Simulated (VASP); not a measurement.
Set up this calculation in VASP 6.6.1, as the native input.

* Task: single point
* Functional: r2SCAN
* Potentials or basis: VASP PAW PBE potentials, release 64 (Ba_sv, Ti_sv, O)
* Cutoff: 520 eV
* k mesh: 8 × 8 × 8
* Occupations: gaussian, width 0.02 eV
* Spin: no spin polarisation
* Dipole correction: no
* Further INCAR settings: ALGO = Normal; EDIFF = 1e-06; NBANDS = 28

The system is BaTiO3 (Barioperovskite).

```
Ba Ti O
1.0
     3.95096    0.00000    0.00000
     0.00000    2.82285    2.83146
     0.00000   -2.82285    2.83146
Ba Ti O
1 1 3
Direct
  0.00000 0.00567 0.00567
  0.50000 0.51852 0.51852
  0.00000 0.49260 0.49260
  0.50000 0.49449 0.98561
  0.50000 0.98561 0.49449
```

This cell differs from its parent crystal: volume scaled by 0.97, then relaxed in part.

These files were run (other wordings do the same):

POSCAR

```
BaTiO3
1.0
    3.9509553323      0.0000000000      0.0000000000
    0.0000000000      2.8228499482      2.8314631292
    0.0000000000     -2.8228499482      2.8314631292
Ba Ti O
1 1 3
Direct
    0.0000000000      0.0056681728      0.0056681728
    0.5000000000      0.5185169982      0.5185169982
    0.0000000000      0.4925958795      0.4925958795
    0.5000000000      0.4944914508      0.9856074987
    0.5000000000      0.9856074987      0.4944914508
```

INCAR.step1

```
SYSTEM = BaTiO3
ALGO = Normal
EDIFF = 1E-4
ENCUT = 520
GGA = PE
ISMEAR = 0
LASPH = .TRUE.
LCHARG = .FALSE.
LREAL = .FALSE.
LWAVE = .TRUE.
NBANDS = 28
NELM = 80
PREC = Accurate
SIGMA = 0.02
```

INCAR.step2

```
SYSTEM = BaTiO3
ALGO = Normal
EDIFF = 1E-6
ENCUT = 520
ISIF = 2
ISMEAR = 0
ISTART = 1
LASPH = .TRUE.
LCHARG = .FALSE.
LMIXTAU = .TRUE.
LREAL = .FALSE.
LWAVE = .FALSE.
METAGGA = R2SCAN
NBANDS = 28
NELM = 80
PREC = Accurate
SIGMA = 0.02
```

KPOINTS

```
k-points
0
G
  8 8 8
  0 0 0
```

Potentials or basis: VASP PAW PBE potentials, release 64 (Ba_sv, Ti_sv, O).

The run is started by

```bash
$ cat potpaw_PBE.64/Ba_sv/POTCAR potpaw_PBE.64/Ti_sv/POTCAR potpaw_PBE.64/O/POTCAR > POTCAR
$ cp INCAR.step1 INCAR
$ mpirun -np 1 vasp_std > vasp.out
$ cp INCAR.step2 INCAR
$ mpirun -np 1 vasp_std > vasp.out
```

Results of the run:

```yaml
Pressure: 6.0 GPa
Largest_force: 0.146 eV/Å
Band_gap_on_the_k_mesh: 2.50 eV, indirect (least direct gap 2.84 eV)
```

Caveat: the PAW data sets were made with another functional, which shifts forces and pressure a little; spin-orbit coupling is left out, which moves the levels of the heavy elements.

Run time: 5.2 min on 1 thread of AMD EPYC 9R45 96-Core Processor (Zen 5) (shared host), peak memory 0.28 GiB.
